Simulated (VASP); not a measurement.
A run of VASP 6.6.1:

File INCAR:

```
SYSTEM = MgCd3O4
ALGO = Fast
EDIFF = 1E-6
ENCUT = 520
GGA = PS
ISIF = 2
ISMEAR = 0
LASPH = .TRUE.
LCHARG = .FALSE.
LREAL = .FALSE.
LWAVE = .FALSE.
NBANDS = 41
NELM = 80
PREC = Accurate
SIGMA = 0.1
```

The input KPOINTS:

```
k-points
0
G
  12 12 4
  0 0 0
```

POSCAR

```
MgCd3O4
1.0
    3.3076836379      0.0000000000      0.0000000000
    0.0000000000      3.3076836379      0.0000000000
    0.0000000000      0.0000000000      9.3304801768
Mg Cd O
1 3 4
Direct
    0.0000000000      0.0000000000      0.0000000000
    0.5000000000      0.5000000000      0.2432999155
    0.0000000000      0.0000000000      0.5000000000
    0.5000000000      0.5000000000      0.7567000845
    0.0000000000      0.0000000000      0.2322467424
    0.5000000000      0.5000000000      0.5000000000
    0.0000000000      0.0000000000      0.7677532576
    0.5000000000      0.5000000000      0.0000000000
```

Potentials or basis: VASP PAW PBE potentials, release 64 (Mg, Cd, O).

Run with:

```console
$ cat potpaw_PBE.64/Mg/POTCAR potpaw_PBE.64/Cd/POTCAR potpaw_PBE.64/O/POTCAR > POTCAR
$ mpirun -np 1 vasp_std > vasp.out
```

Hardware: 1 thread of Oxide Virtual Turin-like Processor, with other jobs on the host.

Task: How long does it take, and how much memory?

Result: It took 10 min on 1 thread of Oxide Virtual Turin-like Processor (shared host), peak memory 0.4 GiB. Counts: scf iterations 15, k points 84.
